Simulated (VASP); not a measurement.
# MgO (I4/mmm) in VASP: further runs, part 2 of 2

VASP 6.6.1. The steps go on from the part before.

### 4 Single point, r2SCAN (strain -0.0750 x Voigt [0, 1, 0, 0, 0, 0])

POSCAR

```
MgO
1.0
    0.0000000000      1.9444505338      2.1021086852
    2.1021086852      0.0000000000      2.1021086852
    2.1021086852      1.9444505338      0.0000000000
Mg O
1 1
Direct
    0.0000000000      0.0000000000      0.0000000000
    0.5000000000      0.5000000000      0.5000000000
```

INCAR.step1

```
PREC = Accurate
ENCUT = 520
ISMEAR = 0
SIGMA = 0.05
LREAL = F
LASPH = T
NELM = 60
NBANDS = 11
GGA = PE
ALGO = Normal
EDIFF = 1E-4
LWAVE = T
LCHARG = F
```

INCAR.step2

```
PREC = Accurate
ENCUT = 520
EDIFF = 1E-7
ISMEAR = 0
SIGMA = 0.05
LREAL = F
LASPH = T
NELM = 60
ALGO = Normal
ISIF = 2
LWAVE = F
LCHARG = T
METAGGA = R2SCAN
LMIXTAU = T
LELF = T
LVHAR = T
NBANDS = 11
ISTART = 1
```

KPOINTS

```
Automatic mesh
0
Gamma
  10 10 10
```

Potentials or basis: VASP PAW PBE potentials, release 64 (Mg, O).

Command:

```sh
$ cat potpaw_PBE.64/Mg/POTCAR potpaw_PBE.64/O/POTCAR > POTCAR
$ cp INCAR.step1 INCAR
$ mpirun -np 1 vasp_std > vasp.out
$ cp INCAR.step2 INCAR
$ mpirun -np 1 vasp_std > vasp.out
```

OUTCAR:

```text
PREC = Accurate
   ENCUT = 520
   EDIFF = 1E-7
   ISMEAR = 0
   LREAL = F
   LASPH = T
   NELM = 60
   ISIF = 2
   METAGGA = R2SCAN
   ISTART = 1

 ion  position               nearest neighbor table
   1  0.000  0.000  0.000-   2 1.94   2 1.94   2 2.10   2 2.10   2 2.10   2 2.10
   2  0.500  0.500  0.500-   1 1.94   1 1.94   1 2.10   1 2.10   1 2.10   1 2.10

  LATTYP: Found a body centered tetragonal cell.
 ALAT       =     2.9728306122
 C/A-ratio  =     1.3081475452

  Lattice vectors:

 A1 = (   0.0000000000,  -1.9444505338,   2.1021086852)
 A2 = (   0.0000000000,  -1.9444505338,  -2.1021086852)
 A3 = (   2.1021086852,   1.9444505338,   0.0000000000)

Analysis of symmetry for initial positions (statically):
=====================================================================
 Subroutine PRICEL returns:
 Original cell was already a primitive cell.

 Routine SETGRP: Setting up the symmetry group for a
 body centered tetragonal supercell.

 Subroutine GETGRP returns: Found 16 space group operations
 (whereof 16 operations were pure point group operations)
 out of a pool of 16 trial point group operations.

The static configuration has the point symmetry D_4h.

Analysis of symmetry for dynamics (positions and initial velocities):
=====================================================================
 Subroutine PRICEL returns:
 Original cell was already a primitive cell.

 Routine SETGRP: Setting up the symmetry group for a
 body centered tetragonal supercell.

 Subroutine GETGRP returns: Found 16 space group operations
 (whereof 16 operations were pure point group operations)
 out of a pool of 16 trial point group operations.

The dynamic configuration has the point symmetry D_4h.

 Subroutine INISYM returns: Found 16 space group operations
 (whereof 16 operations are pure point group operations),
 and found     1 'primitive' translations

----------------------------------------------------------------------------------------

                                     Primitive cell

  volume of cell :      17.1845

  direct lattice vectors                    reciprocal lattice vectors
     0.000000000  1.944450534  2.102108685    -0.237856398  0.257142052  0.237856398
     2.102108685  0.000000000  2.102108685     0.237856398 -0.257142052  0.237856398
     2.102108685  1.944450534  0.000000000     0.237856398  0.257142052 -0.237856398

  length of vectors
     2.863520351  2.972830612  2.863520351     0.423406857  0.423406857  0.423406857

  position of ions in fractional coordinates (direct lattice)
     0.000000000  0.000000000  0.000000000
     0.500000000  0.500000000  0.500000000

  ion indices of the primitive-cell ions
   primitive index   ion index
                 1           1
                 2           2

----------------------------------------------------------------------------------------

 KPOINTS: Automatic mesh

Automatic generation of k-mesh.
 Grid dimensions read from file:
 generate k-points for:   10   10   10

 Generating k-lattice:

  Cartesian coordinates                     Fractional coordinates (reciprocal lattice)
    -0.023785640  0.025714205  0.023785640     0.100000000  0.000000000 -0.000000000
     0.023785640 -0.025714205  0.023785640     0.000000000  0.100000000  0.000000000
     0.023785640  0.025714205 -0.023785640    -0.000000000  0.000000000  0.100000000

  Length of vectors
     0.042340686  0.042340686  0.042340686

  Shift w.r.t. Gamma in fractional coordinates (k-lattice)
     0.000000000  0.000000000  0.000000000

 Subroutine IBZKPT returns following result:
 ===========================================

 Found    102 irreducible k-points:

 Following reciprocal coordinates:
            Coordinates               Weight
  0.000000  0.000000  0.000000      1.000000
  0.100000  0.000000 -0.000000      8.000000
  0.200000  0.000000 -0.000000      8.000000
  0.300000  0.000000 -0.000000      8.000000
  0.400000  0.000000  0.000000      8.000000
  0.500000  0.000000  0.000000      4.000000
[... 16 lines left out ...]
  0.300000  0.300000  0.000000      4.000000
  0.400000  0.300000  0.000000     16.000000
 [... further k-points ...]
   k-points           NKPTS =    102   k-points in BZ     NKDIM =    102   number of bands    NBANDS=     11
   number of dos      NEDOS =    301   number of ions     NIONS =      2
   total plane-waves  NPLWV =  13824
   dimension x,y,z NGX =    24 NGY =   24 NGZ =   24
   dimension x,y,z NGXF=    48 NGYF=   48 NGZF=   48
   ions per type =               1   1
   NGX,Y,Z   is equivalent  to a cutoff of  13.93, 13.42, 13.93 a.u.
   NGXF,Y,Z  is equivalent  to a cutoff of  27.87, 26.84, 27.87 a.u.
 SYSTEM =  unknown system
   PREC   = accura    normal or accurate (medium, high low for compatibility)
   ISTART =      1    job   : 0-new  1-cont  2-samecut
   ICHARG =      0    charge: 1-file 2-atom 10-const
   ISPIN  =      1    spin polarized calculation?
   LNONCOLLINEAR =      F non collinear calculations
   LSORBIT =      F    spin-orbit coupling
   LASPH  =      T    aspherical Exc in radial PAW
   ENCUT  =  520.0 eV  38.22 Ry    6.18 a.u.   5.32  5.53  5.32*2*pi/ulx,y,z
   NELM   =     60;   NELMIN=  2; NELMDL=  0     # of ELM steps
   EDIFF  = 0.1E-06   stopping-criterion for ELM
   LREAL  =      F    real-space projection
   EDIFFG = 0.1E-05   stopping-criterion for IOM
   NSW    =      0    number of steps for IOM
   IBRION =     -1    ionic relax: 0-MD 1-quasi-New 2-CG
   NFREE  =      0    steps in history (QN), initial steepest desc. (CG)
   ISIF   =      2    stress and relaxation
   ISYM   =      2    0-nonsym 1-usesym 2-fastsym
   POTIM  = 0.5000    time-step for ionic-motion
   TEBEG  =    0.0;   TEEND  =   0.0 temperature during run
   PSTRESS=    0.0 pullay stress
   NELECT =       8.0000    total number of electrons
   NUPDOWN=      -1.0000    fix difference up-down
   EMIN   =  10.00;   EMAX   =-10.00  energy-range for DOS
   EFERMI =   0.00;   METHOD = LEGACY
   ISMEAR =     0;   SIGMA  =   0.05  broadening in eV -4-tet -1-fermi 0-gaus
   EFERMI_NEDOS =   21; number of points for ismear=-14 and -15
   IALGO  =     38    algorithm
   IMIX   =      4    mixing-type and parameters
     AMIX     =   0.40;   BMIX     =  1.00
     AMIX_MAG =   1.60;   BMIX_MAG =  1.00
  volume/ion in A,a.u.               =       8.59        57.98
  Fermi-wavevector in a.u.,A,eV,Ry     =   1.268798  2.397680 21.903310  1.609848
  Thomas-Fermi vector in A             =   2.401873
   LORBIT       =      0    0 simple, 1 ext, 2 COOP (PROOUT), +10 PAW based schemes
   METAGGA = R2SCAN    functional components
   LHFCALC =     F    Hartree Fock is set to
   AEXX    =    0.0000 exact exchange contribution
   IVDW    =     0    specifies the selected vdW correction
   LEPSILON=     F    determine dielectric tensor
   LRPA    =     F    only Hartree local field effects (RPA)
 non-spin polarized calculation
 Gauss-broadening in eV      SIGMA  =   0.05
  energy-cutoff  :      520.00
  volume of cell :       17.18
 maximum number of plane-waves:       483
 NGX is ok and might be reduce to    24
   NGX = 11   NGY = 11   NGZ = 11

 number of electron       7.9999998 magnetization

 Free energy of the ion-electron system (eV)
  ---------------------------------------------------
  ext. energy  EPLUGINS =         0.00000000
  ---------------------------------------------------
  free energy    TOTEN  =       -16.02846702 eV

  energy without entropy =      -16.02846702  energy(sigma->0) =      -16.02846702

 E-fermi :   3.6769     XC(G=0): -12.0218

 val. band max:        3.4619279164   @ k =   0.0000   0.0000   0.0000
 cond. band min:       9.8358798988   @ k =   0.0000   0.0000   0.0000
 fundamental gap:      6.3739519823
 Fermi energy:         3.6768679636

 k-point     1 :       0.0000    0.0000    0.0000
  band No.  band energies     occupation
      1     -15.2474      2.00000
      2       3.2912      2.00000
      3       3.4619      2.00000
      4       3.4619      2.00000
      5       9.8359      0.00000
      6      20.5248      0.00000
      7      20.5249      0.00000
      8      21.3951      0.00000
      9      25.2175      0.00000
     10      25.6216      0.00000
     11      28.5763      0.00000
[... 309 lines left out ...]
 k-point    24 :       0.4000    0.3000    0.0000
  band No.  band energies     occupation
      1     -13.9119      2.00000
      2      -0.4937      2.00000
      3       1.9461      2.00000
      4       2.4028      2.00000
      5      14.7643      0.00000
      6      15.2475      0.00000
      7      18.7929      0.00000
      8      23.8907      0.00000
      9      24.9759      0.00000
     10      30.8950      0.00000
     11      33.4022      0.00000

 [... further k-points ...]
[... 5 lines left out ...]
  --------------------------------------------------------------------------------------
  -------------------------------------------------------------------------------------
  Total        0.7618019      3.9285152      0.7618019      0.0000000     -0.0000000      0.0000000
  in kB       71.0256825    366.2703738     71.0256825      0.0000000     -0.0000000      0.0000000
  external PRESSURE =     169.4405796 kB  Pullay stress =       0.0000000 kB

 VOLUME and BASIS-vectors are now :
 -----------------------------------------------------------------------------
  energy-cutoff  :      520.00
  volume of cell :       17.18
      direct lattice vectors                 reciprocal lattice vectors
     0.000000000  1.944450534  2.102108685    -0.237856398  0.257142052  0.237856398
     2.102108685  0.000000000  2.102108685     0.237856398 -0.257142052  0.237856398
     2.102108685  1.944450534  0.000000000     0.237856398  0.257142052 -0.237856398

 POSITION                                       TOTAL-FORCE (eV/Angst)
 -----------------------------------------------------------------------------------
      0.00000      0.00000      0.00000         0.000000     -0.000000     -0.000000
      2.10211      1.94445      2.10211        -0.000000      0.000000      0.000000
 -----------------------------------------------------------------------------------
    total drift:                               -0.000000     -0.000000      0.000000

  FREE ENERGIE OF THE ION-ELECTRON SYSTEM (eV)
  ---------------------------------------------------
  free  energy   TOTEN  =       -16.0284670161 eV

  energy  without entropy=      -16.0284670161  energy(sigma->0) =      -16.02846702
```

OUTCAR.step1:

```text
PREC = Accurate
   ENCUT = 520
   ISMEAR = 0
   LREAL = F
   LASPH = T
[... 558 lines left out ...]
 -----------------------------------------------------------------------------------
      0.00000      0.00000      0.00000        -0.000000      0.000000      0.000000
      2.10211      1.94445      2.10211         0.000000     -0.000000     -0.000000
 -----------------------------------------------------------------------------------
    total drift:                               -0.000000     -0.000000      0.000000

  FREE ENERGIE OF THE ION-ELECTRON SYSTEM (eV)
  ---------------------------------------------------
  free  energy   TOTEN  =       -11.7157115094 eV

  energy  without entropy=      -11.7157115094  energy(sigma->0) =      -11.71571151
```

Run time: 51 s. Hardware: 1 thread of Intel Xeon 6975P-C, shared host; peak memory 0.16 GiB.

Results:

```
Free energy            : -16.0285 eV
Pressure               : 16.9 GPa
Band gap on the k mesh : 6.37 eV, direct
```

Levels at points of the mesh, in eV from the valence-band top:
```
           k point  band 1  band 2  band 3  band 4  band 5  band 6  band 7  band 8
(0.00, 0.00, 0.00)  -18.71   -0.17    0.00    0.00    6.37   17.06   17.06   17.93
(0.50, 0.00, 0.00)  -17.23   -5.04   -0.93   -0.76    9.27   14.70   17.37   19.46
(0.50, 0.50, 0.00)  -17.05   -4.62   -1.64   -1.18   10.45   12.06   14.83   21.21
(0.50, 0.00, 0.50)  -16.83   -4.26   -1.80   -1.80    9.51   11.97   15.90   21.10
```

Caveat: the cell differs from its parent crystal (strain -0.0750 x Voigt [0, 1, 0, 0, 0, 0]); the PAW data sets were made with another functional, which shifts forces and pressure a little.

### 5 Single point, r2SCAN (strain +0.1125 x Voigt [0, 1, 0, 0, 0, 0])

POSCAR

```
MgO
1.0
    0.0000000000      2.3385959123      2.1021086852
    2.1021086852      0.0000000000      2.1021086852
    2.1021086852      2.3385959123      0.0000000000
Mg O
1 1
Direct
    0.0000000000      0.0000000000      0.0000000000
    0.5000000000      0.5000000000      0.5000000000
```

INCAR.step1

```
SYSTEM = MgO
PREC = Accurate
ENCUT = 520
ISMEAR = 0
SIGMA = 0.05
LREAL = .FALSE.
LASPH = .TRUE.
NELM = 80
NBANDS = 11
GGA = PE
ALGO = Normal
EDIFF = 1E-4
LWAVE = .TRUE.
LCHARG = .FALSE.
```

INCAR.step2

```
SYSTEM = MgO
PREC = Accurate
ENCUT = 520
EDIFF = 1E-7
ISMEAR = 0
SIGMA = 0.05
LREAL = .FALSE.
LASPH = .TRUE.
NELM = 80
ALGO = Normal
ISIF = 2
LWAVE = .FALSE.
LCHARG = .TRUE.
METAGGA = R2SCAN
LMIXTAU = .TRUE.
LELF = .TRUE.
LVHAR = .TRUE.
NBANDS = 11
ISTART = 1
```

KPOINTS

```
Automatic mesh
0
G
  10 10 10
  0 0 0
```

Command:

```sh
$ cat potpaw_PBE.64/Mg/POTCAR potpaw_PBE.64/O/POTCAR > POTCAR
$ cp INCAR.step1 INCAR
$ mpirun -np 1 vasp_std > vasp.out
$ cp INCAR.step2 INCAR
$ mpirun -np 1 vasp_std > vasp.out
```

It took 58 s on 1 thread of Intel Xeon 6975P-C, shared host; peak memory 0.16 GiB.

It converged, with:

| Item | Value |
| --- | --- |
| Free energy | -16.0039 eV |
| Pressure | -12.6 GPa |
| Band gap on the k mesh | 4.49 eV, direct |

Stress tensor (GPa, compression positive):
```
 -9.58   0.00   0.00
  0.00 -18.65   0.00
  0.00   0.00  -9.58
```

Levels at points of the mesh, in eV from the valence-band top:
```csv
k point,band 1,band 2,band 3,band 4,band 5,band 6,band 7,band 8
"(0.00, 0.00, 0.00)",-17.85,-0.19,-0.19,0.00,4.49,15.54,16.62,16.62
"(0.50, 0.00, 0.00)",-16.83,-4.29,-0.80,-0.59,7.98,12.43,15.45,17.51
"(0.50, 0.50, 0.00)",-16.53,-3.72,-1.81,-1.13,9.52,9.91,13.55,17.39
"(0.50, 0.00, 0.50)",-16.80,-3.96,-1.09,-1.09,10.06,10.51,12.16,19.61
```

Caveat: the cell differs from its parent crystal (strain +0.1125 x Voigt [0, 1, 0, 0, 0, 0]); the PAW data sets were made with another functional, which shifts forces and pressure a little.

### 6 The runs side by side

| cell | gap on the mesh (eV) | pressure (GPa) |
| --- | --- | --- |
| a = 2.759, b = 2.973 Å, angles 57.4, 65.2, 57.4°, 2 atoms | 7.01 | 53.4 |
| a = 2.811, b = 2.973 Å, angles 58.1, 63.9, 58.1°, 2 atoms | 6.71 | 32.0 |
| a = 2.864, b = 2.973 Å, angles 58.7, 62.5, 58.7°, 2 atoms | 6.37 | 16.9 |
| a = 3.145, b = 2.973 Å, angles 61.8, 56.4, 61.8°, 2 atoms | 4.49 | -12.6 |

Alike in all rows: task single point; level r2SCAN; potentials or basis VASP PAW PBE potentials, release 64 (Mg, O); no spin polarisation; k mesh 10 × 10 × 10; cutoff (eV) 520; smearing gaussian 0.05 eV.

Caveats: the PAW data sets were made with another functional, which shifts forces and pressure a little.

Total energies depend on the potentials used, so only differences within one code and one set of settings carry meaning.
